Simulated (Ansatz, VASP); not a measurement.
NiO: VASP beside Ansatz

INCAR

```
PREC = Accurate ; ENCUT = 700
EDIFF = 1E-6 ; ISMEAR = -1
SIGMA = 0.05 ; LREAL = F
LASPH = T ; NELM = 200
ALGO = Normal ; ISIF = 2
LWAVE = F ; LCHARG = T
ISPIN = 2 ; MAGMOM = 1.5 0
LORBIT = 11 ; NUPDOWN = 1.5
LMAXMIX = 4 ; GGA = PE
LELF = T ; LVHAR = T
NBANDS = 23 ; GGA_COMPAT = F
```

KPOINTS

```
Automatic mesh
0
Gamma
  9 9 9
```

POSCAR

```
NiO
1.0
    0.0000000000      2.0913095100      2.0913095100
    2.0913095100      0.0000000000      2.0913095100
    2.0913095100      2.0913095100      0.0000000000
Ni O
1 1
Direct
    0.0000000000      0.0000000000      0.0000000000
    0.5000000000      0.5000000000      0.5000000000
```

Contents of input.yaml:

```yaml
crystal:
  lattice:
    - [0.0, 2.09130951, 2.09130951]
    - [2.09130951, 0.0, 2.09130951]
    - [2.09130951, 2.09130951, 0.0]
  atoms:
    - { symbol: Ni, position: [0.0, 0.0, 0.0], spin: 1.5 }
    - { symbol: O, position: [0.5, 0.5, 0.5] }
hamiltonian:
  xc: pbe
  pseudopotentials: { kind: paw }
magnetization:
  spin_polarized: true
  initial_magnetization: 1.5
  spin_locking: { lock_magnetization: hard }
kpoints:
  mp_grid: { grid: [9, 9, 9] }
scf:
  occupations: { method: fermi_dirac, width: 0.05 }
  lower_state_search: "off"
output:
  forces: true
  stress: true
  eigenvalues: true
  write_density: true
  write_potential: true
  elf: true
  volumetric_format: npy
```

Alike in both runs: task single point; functional PBE; k mesh 9 × 9 × 9; occupations fermi-dirac, width 0.05 eV; collinear spin; fixed moment 1.5 μB.

```csv
,VASP,Ansatz
version,VASP 6.6.1,Ansatz 0.2.0
potentials or method,"VASP PAW PBE potentials, release 64 (Ni_sv_GW, O)",Ansatz PAW
plane-wave cutoff (eV),700,420
valence electrons in the cell,24,24
```

```tsv
	VASP	Ansatz	Ansatz less VASP
pressure (GPa)	0.7	2.0	+1.26
net moment per atom (μB)	0.75	0.75	0.000
size of the moment on the site where the two differ most (μB)	1.26	1.23	-0.030
```

Site moments also hang on the region over which each program counts them.
